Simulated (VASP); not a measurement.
# BaH4 (R-3m) in VASP: notebook, part 2 of 2

VASP 6.6.1. The steps go on from the part before.

**4. Relaxation of shape and atoms at fixed volume, PBE (12.47 Å³/atom)**

This run uses another cell than the first one, of 12.47 Å³/atom.

The input, INCAR:

```
  PREC = Accurate
  ENCUT = 600
  EDIFF = 1E-6
  ISMEAR = 0
  SIGMA = 0.02
  LREAL = False
  LASPH = True
  NELM = 100
  ALGO = Normal
  ISIF = 4
  LWAVE = False
  LCHARG = False
  GGA = PE
  IBRION = 2
  NSW = 50
  EDIFFG = -0.01
```

The input, KPOINTS:

```
Automatic mesh
0
Gamma
  6 6 6
```

The input, POSCAR:

```
BaH4
1.0
    2.2676769707      1.3092439094      3.5005319180
   -2.2676769707      1.3092439094      3.5005319180
    0.0000000000     -2.6184878189      3.5005319180
Ba H
1 4
Direct
    0.0000000000      0.0000000000      0.0000000000
    0.7408673521      0.7408673521      0.7408673521
    0.2591326479      0.2591326479      0.2591326479
    0.4636919780      0.4636919780      0.4636919780
    0.5363080220      0.5363080220      0.5363080220
```

Potentials or basis: VASP PAW PBE potentials, release 64 (Ba_sv, H).

The run is started by

```
$ cat potpaw_PBE.64/Ba_sv/POTCAR potpaw_PBE.64/H/POTCAR > POTCAR
$ mpirun -np 1 vasp_std > vasp.out
```

OUTCAR:

```text
PREC = Accurate
   ENCUT = 600
   EDIFF = 1E-6
   ISMEAR = 0
   LREAL = False
   LASPH = True
   NELM = 100
   ISIF = 4
   GGA = PE
   IBRION = 2
   NSW = 50
   EDIFFG = -0.01

 ion  position               nearest neighbor table
   1  0.000  0.000  0.000-   2 2.72   3 2.72   2 2.73   3 2.73   2 2.73   2 2.73   3 2.73   3 2.73

   2  0.741  0.741  0.741-   1 2.72   1 2.73   1 2.73   1 2.73
   3  0.259  0.259  0.259-   1 2.72   1 2.73   1 2.73   1 2.73
   4  0.464  0.464  0.464-   5 0.76
   5  0.536  0.536  0.536-   4 0.76

  LATTYP: Found a trigonal (rhomboedric) cell.
 ALAT       =     4.3715217221
 COS(alpha) =     0.4618205712

  Lattice vectors:

 A1 = (   2.2676769707,   1.3092439094,   3.5005319180)
 A2 = (  -2.2676769707,   1.3092439094,   3.5005319180)
 A3 = (   0.0000000000,  -2.6184878189,   3.5005319180)

Analysis of symmetry for initial positions (statically):
=====================================================================
 Subroutine PRICEL returns:
 Original cell was already a primitive cell.

 Routine SETGRP: Setting up the symmetry group for a
 trigonal (rhombohedral) supercell.

 Subroutine GETGRP returns: Found 12 space group operations
 (whereof 12 operations were pure point group operations)
 out of a pool of 12 trial point group operations.

The static configuration has the point symmetry D_3d.

Analysis of symmetry for dynamics (positions and initial velocities):
=====================================================================
 Subroutine PRICEL returns:
 Original cell was already a primitive cell.

 Routine SETGRP: Setting up the symmetry group for a
 trigonal (rhombohedral) supercell.

 Subroutine GETGRP returns: Found 12 space group operations
 (whereof 12 operations were pure point group operations)
 out of a pool of 12 trial point group operations.

The dynamic configuration has the point symmetry D_3d.

[... 143 lines left out ...]
--------------------------------------- Ionic step        1  -------------------------------------------

 number of electron      13.9999999 magnetization

 Free energy of the ion-electron system (eV)
  ---------------------------------------------------
  ext. energy  EPLUGINS =         0.00000000
  ---------------------------------------------------
  free energy    TOTEN  =       -16.77625153 eV

  energy without entropy =      -16.77625153  energy(sigma->0) =      -16.77625153

------------------------ aborting loop because EDIFF is reached ----------------------------------------

  FORCE on cell =-STRESS in cart. coord.  units (eV):
  Direction    XX          YY          ZZ          XY          YZ          ZX
  --------------------------------------------------------------------------------------
  -------------------------------------------------------------------------------------
  Total        0.5793052      0.5793052      0.7293390      0.0000000     -0.0000000      0.0000000
  in kB       14.8843871     14.8843871     18.7392826      0.0000000     -0.0000000      0.0000000
  external PRESSURE =      16.1693523 kB  Pullay stress =       0.0000000 kB
[... 104 lines left out ...]
--------------------------------------- Ionic step        4  -------------------------------------------

 number of electron      13.9999999 magnetization

 Free energy of the ion-electron system (eV)
  ---------------------------------------------------
  ext. energy  EPLUGINS =         0.00000000
  ---------------------------------------------------
  free energy    TOTEN  =       -16.77710942 eV

  energy without entropy =      -16.77710942  energy(sigma->0) =      -16.77710942

 E-fermi :   0.8350     XC(G=0):  -8.5450

 val. band max:        0.6463715877   @ k =   0.0000   0.0000   0.0000
 cond. band min:       3.1223719142   @ k =   0.5000  -0.0000   0.0000
 fundamental gap:      2.4760003265
 Fermi energy:         0.8349647171

 k-point     1 :       0.0000    0.0000    0.0000
  band No.  band energies     occupation
      1     -26.0812      2.00000
      2     -11.0698      2.00000
      3     -11.0698      2.00000
      4     -11.0413      2.00000
      5      -7.0921      2.00000
      6      -0.9447      2.00000
      7       0.6464      2.00000
      8       3.8149      0.00000
      9       3.8149      0.00000
     10       4.2600      0.00000
     11       5.8552      0.00000
[... 309 lines left out ...]
 k-point    24 :      -0.3333    0.5000    0.1667
  band No.  band energies     occupation
      1     -26.0119      2.00000
      2     -11.5778      2.00000
      3     -11.3653      2.00000
      4     -11.2918      2.00000
      5      -6.5043      2.00000
      6      -1.1801      2.00000
      7      -0.6059      2.00000
      8       3.9367      0.00000
      9       5.7777      0.00000
     10       6.5200      0.00000
     11       7.3698      0.00000

 [... further k-points ...]

------------------------ aborting loop because EDIFF is reached ----------------------------------------

  FORCE on cell =-STRESS in cart. coord.  units (eV):
  Direction    XX          YY          ZZ          XY          YZ          ZX
  --------------------------------------------------------------------------------------
  -------------------------------------------------------------------------------------
  Total        0.5818483      0.5818483      0.5360616     -0.0000000     -0.0000000     -0.0000000
  in kB       14.9497282     14.9497282     13.7733063     -0.0000000     -0.0000000     -0.0000000
  external PRESSURE =      14.5575876 kB  Pullay stress =       0.0000000 kB
[... 20 lines left out ...]
  FREE ENERGIE OF THE ION-ELECTRON SYSTEM (eV)
  ---------------------------------------------------
  free  energy   TOTEN  =       -16.7771094207 eV

  energy  without entropy=      -16.7771094207  energy(sigma->0) =      -16.77710942

 reached required accuracy - stopping structural energy minimisation
```

OSZICAR:

```text
N       E                     dE             d eps       ncg     rms          rms(c)
DAV:   1     0.671417943114E+02    0.67142E+02   -0.67060E+03   704   0.123E+03
DAV:   2    -0.143629742317E+02   -0.81505E+02   -0.77112E+02  1007   0.178E+02
DAV:   3    -0.176531259984E+02   -0.32902E+01   -0.32797E+01   890   0.436E+01
[... 25 lines left out ...]
       N       E                     dE             d eps       ncg     rms          rms(c)
DAV:   1    -0.167771138082E+02   -0.30008E-04   -0.57435E-04   716   0.198E-01    0.109E-02
DAV:   2    -0.167771108829E+02    0.29253E-05   -0.88563E-06   864   0.232E-02    0.641E-03
DAV:   3    -0.167771094112E+02    0.14718E-05   -0.43741E-06   849   0.160E-02    0.127E-03
DAV:   4    -0.167771094207E+02   -0.95109E-08   -0.92861E-08   430   0.239E-03
   4 F= -.16777109E+02 E0= -.16777109E+02  d E =-.254447E-04
```

Wall time 33 s (1 thread of AMD EPYC 9R45 (Zen 5), shared host); peak memory 0.19 GiB.

Results:

- Free energy: -16.7771 eV
- Energy gained by relaxing: 0.2 meV/atom
- Ionic steps: 4
- Pressure after relaxing: 1.5 GPa
- Largest force after relaxing: 0.010 eV/Å
- Band gap on the k mesh: 2.48 eV (least direct gap 2.84 eV)

Forces in eV/Å, atoms in the order of the input:
```
Ba   0.000  0.000  0.000
H    0.000  0.000 -0.010
H    0.000  0.000  0.010
H    0.000  0.000 -0.002
H    0.000  0.000  0.002
```

Stress tensor (GPa, compression positive):
```
1.49 0.00 0.00
0.00 1.49 0.00
0.00 0.00 1.38
```

Step by step:
```csv
step,energy change (eV),largest force (eV/Å),pressure (GPa),volume (Å³)
1,0.0000,0.2225,1.62,62.36
2,0.0021,0.3914,1.17,62.36
3,-0.0008,0.0102,1.46,62.36
4,-0.0009,0.0100,1.46,62.36
```

Final structure:
```
CELL_PARAMETERS angstrom
2.26766 1.30923 3.50059
-2.26766 1.30923 3.50059
0.00000 -2.61847 3.50059
ATOMIC_POSITIONS crystal
Ba 0.00000 0.00000 0.00000
H 0.74082 0.74082 0.74082
H 0.25918 0.25918 0.25918
H 0.46333 0.46333 0.46333
H 0.53667 0.53667 0.53667
```

Levels at points of the mesh, in eV from the valence-band top:
```tsv
k point	band 5	band 6	band 7	band 8	band 9	band 10
(0.00, 0.00, 0.00)	-7.74	-1.59	0.00	3.17	3.17	3.61
(0.50, 0.00, 0.00)	-6.78	-2.62	-0.36	2.48	2.90	6.10
(0.50, 0.50, 0.00)	-7.30	-2.05	-1.03	4.43	5.19	6.07
(0.50, 0.50, 0.50)	-6.79	-3.04	-0.38	2.75	2.75	6.16
```

Caveat: spin-orbit coupling is left out, which moves the levels of the heavy elements. A k mesh can miss the band edges.

**5. Overview**

```tsv
cell	gap on the mesh (eV)	pressure (GPa)	largest force (eV/Å)
relaxed from a = 4.221 Å, angles 62.9°, 5 atoms, atomic positions A	2.49	5.3	0.01
relaxed from a = 4.324 Å, angles 62.6°, 5 atoms, atomic positions B	2.49	2.6	0.01
relaxed from a = 4.372 Å, angles 62.5°, 5 atoms, atomic positions C	2.48	1.5	0.01
```

Alike in all rows: task relaxation of shape and atoms at fixed volume; level PBE; potentials or basis VASP PAW PBE potentials, release 64 (Ba_sv, H); no spin polarisation; k mesh 6 × 6 × 6; cutoff (eV) 600; smearing gaussian 0.02 eV.

Caveats: spin-orbit coupling is left out, which moves the levels of the heavy elements.

Absolute energies hang on the potentials; compare differences alone.
